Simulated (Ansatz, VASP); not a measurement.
## BN: VASP beside Ansatz

POSCAR

```
BN
1.0
    2.4928006810      0.0000000000      0.0000000000
   -1.2464003405      2.1588287163      0.0000000000
    0.0000000000      0.0000000000      6.2158980447
B N
2 2
Direct
    0.3333333333      0.6666666667      0.2500000000
    0.6666666667      0.3333333333      0.7500000000
    0.3333333333      0.6666666667      0.7500000000
    0.6666666667      0.3333333333      0.2500000000
```

INCAR.step1

```
SYSTEM = BN
PREC = Accurate
ENCUT = 520
ISMEAR = 0
SIGMA = 0.02
LREAL = .False.
LASPH = .True.
NELM = 100
NBANDS = 16
GGA = PE
ALGO = Normal
EDIFF = 1E-4
LWAVE = .True.
LCHARG = .False.
```

INCAR.step2

```
SYSTEM = BN
PREC = Accurate
ENCUT = 520
EDIFF = 1E-7
ISMEAR = 0
SIGMA = 0.02
LREAL = .False.
LASPH = .True.
NELM = 100
ALGO = Normal
ISIF = 2
LWAVE = .False.
LCHARG = .False.
METAGGA = R2SCAN
LMIXTAU = .True.
NBANDS = 16
ISTART = 1
```

The input KPOINTS:

```
regular mesh
0
Gamma
  12 12 4
  0 0 0
```

Input for Ansatz:

```yaml
crystal:
  lattice:
    - [2.492800681, 0.0, 0.0]
    - [-1.2464003405, 2.1588287163, 0.0]
    - [0.0, 0.0, 6.2158980447]
  atoms:
    - { symbol: B, position: [0.3333333333, 0.6666666667, 0.25] }
    - { symbol: B, position: [0.6666666667, 0.3333333333, 0.75] }
    - { symbol: "N", position: [0.3333333333, 0.6666666667, 0.75] }
    - { symbol: "N", position: [0.6666666667, 0.3333333333, 0.25] }
basis:
  ecutwfc: 500
kpoints:
  mp_grid: { grid: [12, 12, 4] }
  band_path: { path: [VBM, CBM], npoints: 2 }
hamiltonian:
  xc: r2scan
scf:
  occupations: { method: gaussian, width: 0.02 }
output:
  forces: true
  stress: true
  eigenvalues: true
checkpoint:
  read: start.run
  write: ck
  compress: false
  write_wavefunctions: false
  write_every: 100000
```

Alike in both runs: task single point; functional r2SCAN; k mesh 12 × 12 × 4; occupations gaussian, width 0.02 eV; no spin polarisation.

|  | VASP | Ansatz |
| --- | --- | --- |
| version | VASP 6.6.1 | Ansatz 0.2.0 |
| potentials or method | VASP PAW PBE potentials, release 64 (B, N), cutoff 520 eV | scalar-relativistic, plane waves, PAW |
| valence electrons in the cell | 16 | 16 |

Ansatz gave:

| Property | Result |
| --- | --- |
| gap on the k mesh at the Fermi level (eV) | 4.73 |
| least direct gap on the mesh (eV) | 5.08 |
| pressure (GPa) | 4.0 |
| traceless stress, the component that is largest in VASP (GPa) | 0.03 |

What did VASP give for the same quantities?

gap on the k mesh at the Fermi level (eV): 4.77; least direct gap on the mesh (eV): 5.12; pressure (GPa): 4.4; traceless stress, the component that is largest in VASP (GPa): -0.71.

VASP's potentials were made for PBE, not for r2SCAN.
